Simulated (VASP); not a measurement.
# Mg32O30F (a cell with a defect) in VASP: further runs

The runs below take Mg32O30F (a cell with a defect) through single point, with PBE.

All numbers are computed with VASP 6.6.1; they aren't measurements. Logs are shortened: lines on timing, memory, paths and dates and some standing lists are left out, and cuts for length are marked.

## 1. The cell of the first run

The cell holds a defect, 63 atoms: a = 8.606 Å, b = 8.606 Å, c = 8.606 Å, α = 90.00°, β = 90.00°, γ = 90.00°.

## 2. Single point, PBE

The input, INCAR:

```
ALGO = Normal
EDIFF = 1E-7
ENCUT = 520
GGA = PE
ISIF = 2
ISMEAR = 0
LASPH = T
LCHARG = F
LREAL = Auto
LWAVE = F
NBANDS = 162
NELECT = 250.0
NELM = 80
PREC = Accurate
SIGMA = 0.02
```

The input, KPOINTS:

```
k-points
0
Gamma
  1 1 1
```

The input, POSCAR:

```
Mg32O30F
1.0
    8.6060000000      0.0000000000      0.0000000000
    0.0000000000      8.6060000000      0.0000000000
    0.0000000000      0.0000000000      8.6060000000
Mg O F
32 30 1
Direct
    0.5014545666     -0.0000676272     -0.0150405531
    0.7496924239      0.2509032071      0.0002326284
    0.7649839647     -0.0000662329      0.2484636300
   -0.0040675110     -0.0000885429     -0.0055881943
    0.2497114804      0.2533101325     -0.0017451778
    0.5004329538      0.5000284685     -0.0006575645
    0.7496875436      0.7489988380      0.0002351848
    0.2243619568      0.0001851034      0.2311494306
    0.4965490356      0.2612115966      0.2533604462
    0.7505800604      0.5000270741      0.2494943063
    0.5187626075      0.0001904485      0.5255728561
    0.7516643040      0.2533100163      0.5002089240
    0.7554974436     -0.0000901696      0.7539714153
   -0.0005069719      0.5000041831     -0.0020353242
    0.2497291425      0.7467208924     -0.0015899373
   -0.0003743900      0.2539298164      0.2493141994
    0.2469543342      0.4999202882      0.2470149895
    0.4964613061      0.7386559377      0.2534445736
   -0.0058512666     -0.0000634441      0.5027494771
    0.2511321171      0.2568756681      0.4987734139
    0.5029042528      0.4999211016      0.5029575877
    0.7515096444      0.7467203114      0.5001913781
    0.2471652336     -0.0000623983      0.7557843365
    0.5006089937      0.2539306298      0.7502946781
    0.7519659540      0.5000051127      0.7504344643
   -0.0002064838      0.7461052754      0.2493401116
    0.0000147571      0.5000255636      0.4998535905
    0.2512486637      0.7430440390      0.4986538462
    0.0013293051      0.2511412968      0.7485979549
    0.2500732047      0.5000245178      0.7499077388
    0.5005855217      0.7461044620      0.7501277016
    0.0013419707      0.7487567976      0.7485811062
    0.7453294213      0.2452707413      0.2505293981
   -0.0021382756      0.4999706019      0.2489554962
    0.0009884964      0.2491783639      0.4982400651
    0.2479190100      0.2513643969      0.2474495701
    0.4998050198      0.4999025099      0.2500979549
    0.7452564490      0.7546171276      0.2505299791
   -0.0029803625     -0.0001332791      0.2477311178
    0.5024901232      0.2513735766      0.5019989542
    0.7515228910      0.4999671160      0.4990041831
    0.0010468278      0.7507186846      0.4982473855
    0.7504125029      0.2491214269      0.7502975831
    0.0010008134      0.4999601441      0.7489317918
   -0.0003673019      0.2491062050     -0.0004818731
    0.2480020916      0.7484840809      0.2475410179
    0.2512025331      0.4998967000      0.4986984662
    0.5024003021      0.7484690913      0.5019183128
    0.7514319080     -0.0001067860      0.4982075296
    0.2516813851      0.2491950964      0.7489269115
    0.5009580525      0.4999693237      0.7520815710
    0.7504164536      0.7507667906      0.7502938647
   -0.0004880316     -0.0000483384      0.7504068092
    0.4993934464      0.2452638857      0.0045884267
    0.7491099233      0.4999618871      0.0008260516
   -0.0003650941      0.7507818964     -0.0004850105
    0.2516758076      0.7507024169      0.7488663723
    0.5022304206     -0.0001329305      0.7529035557
    0.2509050662      0.4999693237     -0.0015763421
    0.4993971648      0.7546228213      0.0046590751
    0.7467463398     -0.0000490356      0.0031892865
    0.2517189170     -0.0001080641     -0.0015396235
    0.4184532884     -0.0000764583      0.3315777365
```

Potentials or basis: VASP PAW PBE potentials, release 64 (Mg, O, F).

On the command line:

```sh
cat potpaw_PBE.64/Mg/POTCAR potpaw_PBE.64/O/POTCAR potpaw_PBE.64/F/POTCAR > POTCAR
mpirun -np 1 vasp_gam > vasp.out
```

OUTCAR:

```text
EDIFF = 1E-7
   ENCUT = 520
   GGA = PE
   ISIF = 2
   ISMEAR = 0
   LASPH = T
   LREAL = Auto
   NELECT = 250.0
   NELM = 80
   PREC = Accurate

 ion  position               nearest neighbor table
   1  0.501  1.000  0.985-  58 2.00  61 2.12  60 2.12  54 2.12  62 2.15  23 2.95  13 2.95  31 2.98
                            24 2.98   7 3.04   2 3.04  15 3.07   5 3.08   8 3.19   3 3.21   9 3.22
   2  0.750  0.251  0.000-  55 2.14  43 2.15  45 2.15  33 2.15  54 2.15  61 2.16   4 3.03  13 3.03
                             6 3.03  10 3.03  25 3.04  14 3.04  16 3.04  24 3.04   3 3.04   1 3.04
   3  0.765  1.000  0.248-  39 2.00  61 2.12  38 2.12  33 2.12  49 2.15  19 2.95   4 2.95  26 2.98
                            16 2.98   7 3.04   2 3.04  22 3.07  12 3.08  11 3.19   1 3.21   9 3.22
   4  0.996  1.000  0.994-  53 2.10  56 2.14  45 2.15  61 2.15  39 2.18  62 2.20   8 2.83  13 2.93
                             3 2.95  23 2.98  32 3.02  29 3.03   7 3.03   2 3.03  15 3.09   5 3.09
   5  0.250  0.253  0.998-  59 2.12  36 2.14  50 2.15  54 2.15  45 2.15  62 2.18   8 2.97  30 3.01
                            17 3.01  23 3.02  14 3.02   6 3.03  29 3.03  24 3.04  16 3.05   9 3.06
   6  0.500  0.500  0.999-  51 2.13  55 2.14  59 2.15  37 2.16  60 2.19  54 2.19  18 3.00   9 3.00
                            24 3.01  31 3.01  15 3.03   5 3.03   7 3.03   2 3.03  30 3.04  10 3.04
   7  0.750  0.749  0.000-  55 2.14  52 2.15  56 2.15  60 2.15  38 2.15  61 2.16   4 3.03  13 3.03
                             6 3.03  10 3.03  25 3.04  14 3.04  31 3.04  26 3.04   3 3.04   1 3.04
   8  0.224  0.000  0.231-  63 1.88  39 1.96  62 2.02  36 2.18  46 2.18   4 2.83  16 2.92  26 2.92
                             5 2.97  15 2.97  19 3.06   1 3.19  20 3.20  28 3.20   9 3.25  18 3.25
   9  0.497  0.261  0.253-  37 2.05  36 2.14  40 2.14  54 2.15  33 2.15  63 2.44  17 2.97  21 2.97
[... 75 lines left out ...]
  61  0.747  1.000  0.003-   3 2.12   1 2.12   4 2.15  13 2.15   7 2.16   2 2.16
  62  0.252  1.000  0.998-   8 2.02  23 2.09   1 2.15  15 2.18   5 2.18   4 2.20
  63  0.418  1.000  0.332-  11 1.88   8 1.88  18 2.44   9 2.44

  LATTYP: Found a simple cubic cell.
 ALAT       =     8.6060000000

  Lattice vectors:

 A1 = (   8.6060000000,   0.0000000000,   0.0000000000)
 A2 = (   0.0000000000,   8.6060000000,   0.0000000000)
 A3 = (   0.0000000000,   0.0000000000,   8.6060000000)

Analysis of symmetry for initial positions (statically):
=====================================================================
 Subroutine PRICEL returns:
 Original cell was already a primitive cell.

 Routine SETGRP: Setting up the symmetry group for a
 simple cubic supercell.

 Subroutine GETGRP returns: Found  1 space group operations
 (whereof  1 operations were pure point group operations)
 out of a pool of 48 trial point group operations.

The static configuration has the point symmetry C_1 .

Analysis of symmetry for dynamics (positions and initial velocities):
=====================================================================
 Subroutine PRICEL returns:
 Original cell was already a primitive cell.

 Routine SETGRP: Setting up the symmetry group for a
 simple cubic supercell.

 Subroutine GETGRP returns: Found  1 space group operations
 (whereof  1 operations were pure point group operations)
 out of a pool of 48 trial point group operations.

The dynamic configuration has the point symmetry C_1 .

 Subroutine INISYM returns: Found  1 space group operations
 (whereof  1 operations are pure point group operations),
 and found     1 'primitive' translations

----------------------------------------------------------------------------------------

                                     Primitive cell

  volume of cell :     637.3882

  direct lattice vectors                    reciprocal lattice vectors
     8.606000000  0.000000000  0.000000000     0.116198001  0.000000000  0.000000000
     0.000000000  8.606000000  0.000000000     0.000000000  0.116198001  0.000000000
     0.000000000  0.000000000  8.606000000     0.000000000  0.000000000  0.116198001

  length of vectors
     8.606000000  8.606000000  8.606000000     0.116198001  0.116198001  0.116198001

  position of ions in fractional coordinates (direct lattice)
     0.501454567  0.999932373  0.984959447
     0.749692424  0.250903207  0.000232628
     0.764983965  0.999933767  0.248463630
     0.995932489  0.999911457  0.994411806
     0.249711480  0.253310132  0.998254822
     0.500432954  0.500028468  0.999342435
[... 55 lines left out ...]
     0.251718917  0.999891936  0.998460376
     0.418453288  0.999923542  0.331577737
[... 81 lines left out ...]

  Length of vectors
     0.116198001  0.116198001  0.116198001

  Shift w.r.t. Gamma in fractional coordinates (k-lattice)
     0.000000000  0.000000000  0.000000000

 Subroutine IBZKPT returns following result:
 ===========================================

 Found      1 irreducible k-points:

 Following reciprocal coordinates:
            Coordinates               Weight
  0.000000  0.000000  0.000000      1.000000
   k-points           NKPTS =      1   k-points in BZ     NKDIM =      1   number of bands    NBANDS=    162
   number of dos      NEDOS =    301   number of ions     NIONS =     63
   total plane-waves  NPLWV = 262144
   dimension x,y,z NGX =    64 NGY =   64 NGZ =   64
   dimension x,y,z NGXF=   128 NGYF=  128 NGZF=  128
   ions per type =              32  30   1
   NGX,Y,Z   is equivalent  to a cutoff of  12.36, 12.36, 12.36 a.u.
   NGXF,Y,Z  is equivalent  to a cutoff of  24.73, 24.73, 24.73 a.u.
 SYSTEM =  unknown system
   PREC   = accura    normal or accurate (medium, high low for compatibility)
   ISTART =      0    job   : 0-new  1-cont  2-samecut
   ICHARG =      2    charge: 1-file 2-atom 10-const
   ISPIN  =      1    spin polarized calculation?
   LNONCOLLINEAR =      F non collinear calculations
   LSORBIT =      F    spin-orbit coupling
   LASPH  =      T    aspherical Exc in radial PAW
   ENCUT  =  520.0 eV  38.22 Ry    6.18 a.u.  16.00 16.00 16.00*2*pi/ulx,y,z
   NELM   =     80;   NELMIN=  2; NELMDL= -5     # of ELM steps
   EDIFF  = 0.1E-06   stopping-criterion for ELM
   LREAL  =      T    real-space projection
   EDIFFG = 0.1E-05   stopping-criterion for IOM
   NSW    =      0    number of steps for IOM
   IBRION =     -1    ionic relax: 0-MD 1-quasi-New 2-CG
   NFREE  =      0    steps in history (QN), initial steepest desc. (CG)
   ISIF   =      2    stress and relaxation
   ISYM   =      2    0-nonsym 1-usesym 2-fastsym
   POTIM  = 0.5000    time-step for ionic-motion
   TEBEG  =    0.0;   TEEND  =   0.0 temperature during run
   PSTRESS=    0.0 pullay stress
   NELECT =     250.0000    total number of electrons
   NUPDOWN=      -1.0000    fix difference up-down
   EMIN   =  10.00;   EMAX   =-10.00  energy-range for DOS
   EFERMI =   0.00;   METHOD = LEGACY
   ISMEAR =     0;   SIGMA  =   0.02  broadening in eV -4-tet -1-fermi 0-gaus
   EFERMI_NEDOS =   21; number of points for ismear=-14 and -15
   IALGO  =     38    algorithm
   IMIX   =      4    mixing-type and parameters
     AMIX     =   0.40;   BMIX     =  1.00
     AMIX_MAG =   1.60;   BMIX_MAG =  1.00
  volume/ion in A,a.u.               =      10.12        68.27
  Fermi-wavevector in a.u.,A,eV,Ry     =   1.198359  2.264570 19.538830  1.436064
  Thomas-Fermi vector in A             =   2.334250
   LORBIT       =      0    0 simple, 1 ext, 2 COOP (PROOUT), +10 PAW based schemes
   GGA     = PE    functional components
   LHFCALC =     F    Hartree Fock is set to
   AEXX    =    0.0000 exact exchange contribution
   IVDW    =     0    specifies the selected vdW correction
   LEPSILON=     F    determine dielectric tensor
   LRPA    =     F    only Hartree local field effects (RPA)
 non-spin polarized calculation
 Gauss-broadening in eV      SIGMA  =   0.02
  energy-cutoff  :      520.00
  volume of cell :      637.39
 maximum number of plane-waves:      8539
   NGX = 33   NGY = 33   NGZ = 33

 number of electron     249.9999896 magnetization

 Free energy of the ion-electron system (eV)
  ---------------------------------------------------
  ext. energy  EPLUGINS =         0.00000000
  ---------------------------------------------------
  free energy    TOTEN  =      -369.64326592 eV

  energy without entropy =     -369.64326592  energy(sigma->0) =     -369.64326592

 E-fermi :   5.3724     XC(G=0): -10.6859

 val. band max:        5.2283232518   @ k =   0.0000   0.0000   0.0000
 cond. band min:       6.8755595960   @ k =   0.0000   0.0000   0.0000
 fundamental gap:      1.6472363442
 Fermi energy:         5.3724024469

 k-point     1 :       0.0000    0.0000    0.0000
  band No.  band energies     occupation
      1     -20.5467      2.00000
      2     -14.2702      2.00000
      3     -13.7798      2.00000
      4     -13.7431      2.00000
      5     -13.7009      2.00000
      6     -13.5879      2.00000
[... 129 lines left out ...]
    136      10.2667      0.00000
    137      10.5353      0.00000
 [bands above 137 left out]

------------------------ aborting loop because EDIFF is reached ----------------------------------------

  FORCE on cell =-STRESS in cart. coord.  units (eV):
  Direction    XX          YY          ZZ          XY          YZ          ZX
  --------------------------------------------------------------------------------------
  -------------------------------------------------------------------------------------
  Total      -15.2898029    -18.3427726    -15.2793045     -0.0032469      0.0017760      2.1800380
  in kB      -38.4333680    -46.1074961    -38.4069786     -0.0081615      0.0044643      5.4798746
  external PRESSURE =     -40.9826142 kB  Pullay stress =       0.0000000 kB

 VOLUME and BASIS-vectors are now :
 -----------------------------------------------------------------------------
  energy-cutoff  :      520.00
  volume of cell :      637.39
      direct lattice vectors                 reciprocal lattice vectors
     8.606000000  0.000000000  0.000000000     0.116198001  0.000000000  0.000000000
     0.000000000  8.606000000  0.000000000     0.000000000  0.116198001  0.000000000
     0.000000000  0.000000000  8.606000000     0.000000000  0.000000000  0.116198001

 POSITION                                       TOTAL-FORCE (eV/Angst)
 -----------------------------------------------------------------------------------
      4.31552      8.60542      8.47656        -0.061311     -0.001574     -0.137563
      6.45185      2.15927      0.00200        -0.005967     -0.000534      0.005636
      6.58345      8.60543      2.13828         0.134937     -0.001616      0.063395
      8.57100      8.60524      8.55791         0.024131      0.002349      0.027972
      2.14902      2.17999      8.59098        -0.023799     -0.026120      0.013392
      4.30673      4.30324      8.60034        -0.014206     -0.001096      0.020762
[... 55 lines left out ...]
      2.16629      8.60507      8.59275         0.038252      0.004467      0.085924
      3.60121      8.60534      2.85356         1.490406      0.000039     -1.508840
 -----------------------------------------------------------------------------------
    total drift:                               -0.022489      0.006227      0.016157

  FREE ENERGIE OF THE ION-ELECTRON SYSTEM (eV)
  ---------------------------------------------------
  free  energy   TOTEN  =      -369.6432659212 eV

  energy  without entropy=     -369.6432659212  energy(sigma->0) =     -369.64326592
```

It took 5.8 min on 1 thread of Intel Xeon 8259CL, shared host; peak memory 0.57 GiB.

What came out:

| Property | Result |
| --- | --- |
| Free energy | -369.6433 eV |
| Largest force | 2.121 eV/Å |

Forces on the atoms (eV/Å):
```
Mg  -0.061 -0.002 -0.138
Mg  -0.006 -0.001  0.006
Mg   0.135 -0.002  0.063
Mg   0.024  0.002  0.028
Mg  -0.024 -0.026  0.013
Mg  -0.014 -0.001  0.021
Mg  -0.008  0.001  0.009
Mg  -0.007 -0.007  0.274
Mg  -0.065  0.069  0.066
Mg  -0.022 -0.001  0.013
Mg  -0.269 -0.007  0.014
Mg  -0.013 -0.027  0.024
Mg  -0.027  0.003 -0.024
Mg   0.002 -0.002 -0.004
Mg  -0.022  0.020  0.006
Mg   0.004 -0.007  0.019
Mg  -0.014  0.000  0.038
Mg  -0.060 -0.066  0.062
Mg   0.131 -0.001  0.028
Mg  -0.069 -0.084  0.070
Mg  -0.037  0.000  0.015
Mg  -0.007  0.021  0.022
Mg  -0.027 -0.001 -0.133
Mg  -0.018 -0.007 -0.004
Mg   0.004 -0.002 -0.002
Mg  -0.003  0.001  0.020
Mg  -0.010 -0.002  0.018
Mg  -0.073  0.083  0.075
Mg  -0.007  0.006  0.007
Mg  -0.018 -0.002  0.010
Mg  -0.020  0.001  0.002
Mg  -0.005 -0.005  0.005
O   -0.086 -0.071  0.002
O   -0.029  0.001 -0.005
O   -0.093  0.068  0.014
O    0.004 -0.022  0.037
O   -0.003  0.002  0.005
O   -0.083  0.072  0.002
O   -0.017  0.006 -0.042
O   -0.039 -0.021 -0.003
O   -0.045  0.001 -0.004
O   -0.095 -0.066  0.014
O   -0.026  0.003  0.023
O   -0.030  0.000  0.031
O   -0.022  0.004  0.027
O   -0.001  0.026  0.032
O   -0.013  0.003  0.013
O   -0.034  0.025  0.001
O   -0.082  0.005 -0.039
O   -0.014  0.067  0.092
O    0.004  0.001  0.028
O   -0.027 -0.002  0.022
O   -0.071  0.000  0.072
O   -0.002 -0.071  0.087
O   -0.018  0.000  0.018
O   -0.022 -0.002  0.027
O   -0.014 -0.065  0.096
O    0.038  0.005  0.018
O    0.004  0.001  0.044
O   -0.003  0.072  0.083
O   -0.105  0.000  0.105
O    0.038  0.004  0.086
F    1.490  0.000 -1.509
```

Caveat: the k points lie up to 0.73 Å⁻¹ apart; the cell carries a net charge on a neutralising background, which shifts energy and pressure; the cell is charged against a uniform background, so pressure and absolute levels hang on convention.

[end of part 1 of 3]
